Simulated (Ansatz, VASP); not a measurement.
**Two plane-wave programs on ZnS**

```xyz
4
Lattice="3.8110 0.0000 0.0000 -1.9055 3.3004 0.0000 0.0000 0.0000 6.2340" Properties=species:S:1:pos:R:3 pbc="T T T"
Zn    0.0000    2.2003    0.0000
Zn    1.9055    1.1001    3.1170
S    -0.0866    2.1137    2.3135
S     1.8189    1.0135    5.4305
```

Change from the starting cell: all S atoms moved -0.150 Å, as atom 3 along Cartesian [1 1 1].

Alike in both runs: task single point; functional r2SCAN; k mesh 6 × 6 × 4; occupations gaussian, width 0.05 eV; no spin polarisation.

|  | VASP | Ansatz |
| --- | --- | --- |
| version | VASP 6.6.1 | Ansatz 0.2.0 |
| potentials or method | VASP PAW PBE potentials, release 64 (Zn, S), cutoff 520 eV | scalar-relativistic, plane waves, PAW |
| valence electrons in the cell | 36 | 36 |

Ansatz gave:

```
gap on the k mesh at the Fermi level (eV)                     : 2.74
least direct gap on the mesh (eV)                             : 2.74
pressure (GPa)                                                : 0.5
traceless stress, the component that is largest in VASP (GPa) : -1.29
rms of the force components (eV/Å)                            : 0.419
```

Q: Estimate VASP's values.

A: gap on the k mesh at the Fermi level (eV): 2.75; least direct gap on the mesh (eV): 2.75; pressure (GPa): 0.6; traceless stress, the component that is largest in VASP (GPa): -1.29; rms of the force components (eV/Å): 0.420.

VASP's potentials were made for PBE, not for r2SCAN. Atom by atom the forces differ by 0.002 eV/Å (rms over components). With one functional, cell and mesh, what is left measures potentials, basis and numerics.
